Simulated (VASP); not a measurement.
**LaScN2: single point with r2SCAN**

LaScN2:

```
CELL_PARAMETERS angstrom
3.59721 0.00000 0.00000
0.00000 3.59721 0.00000
0.00000 0.00000 5.05026
ATOMIC_POSITIONS crystal
Sc 0.00000 0.00000 0.00000
N 0.00000 0.00000 0.50000
N 0.50000 0.50000 0.00000
La 0.50000 0.50000 0.50000
```

This cell differs from its parent crystal: volume changed by +6%.

| Property | Result |
| --- | --- |
| Program | VASP 6.6.1 |
| Task | single point |
| Functional | r2SCAN |
| Potentials or basis | VASP PAW PBE potentials, release 64 (Sc_sv, N, La) |
| Cutoff | 520 eV |
| k mesh | 6 × 6 × 4 |
| Occupations | fermi-dirac, width 0.02 eV |
| Spin | no spin polarisation |

* Pressure: -7.9 GPa
* Band gap on the k mesh: zero (band 16 reaches 6.53 eV, above the bottom of band 17 at 6.52 eV)

Stress tensor (GPa, compression positive):
```
-7.77  0.00  0.00
 0.00 -7.77  0.00
 0.00  0.00 -8.12
```

Levels at points of the mesh, in eV from the Fermi level:
| k point | band 14 | band 15 | band 16 | band 17 | band 18 | band 19 |
| --- | --- | --- | --- | --- | --- | --- |
| (0.00, 0.00, 0.00) | -0.56 | -0.56 | -0.37 | 0.00 | 1.89 | 1.89 |
| (0.50, 0.00, 0.00) | -2.53 | -2.23 | -0.73 | 2.16 | 2.31 | 2.84 |
| (0.50, 0.50, 0.00) | -0.14 | 0.01 | 0.01 | 0.02 | 0.02 | 3.05 |
| (0.00, 0.00, 0.50) | -1.34 | -0.75 | -0.75 | 0.63 | 1.27 | 2.54 |
| (0.50, 0.00, 0.50) | -2.68 | -2.45 | -2.40 | 2.96 | 3.00 | 3.12 |
| (0.50, 0.50, 0.50) | -2.27 | -0.35 | -0.35 | 2.01 | 2.01 | 3.15 |

Wall time 3.7 min on 1 thread of Intel(R) Xeon(R) Platinum 8488C (Sapphire Rapids), on a shared host, peak memory 0.22 GiB.

Caveat: the PAW data sets were made with another functional, which shifts forces and pressure a little; spin-orbit coupling is left out, which moves the levels of the heavy elements.
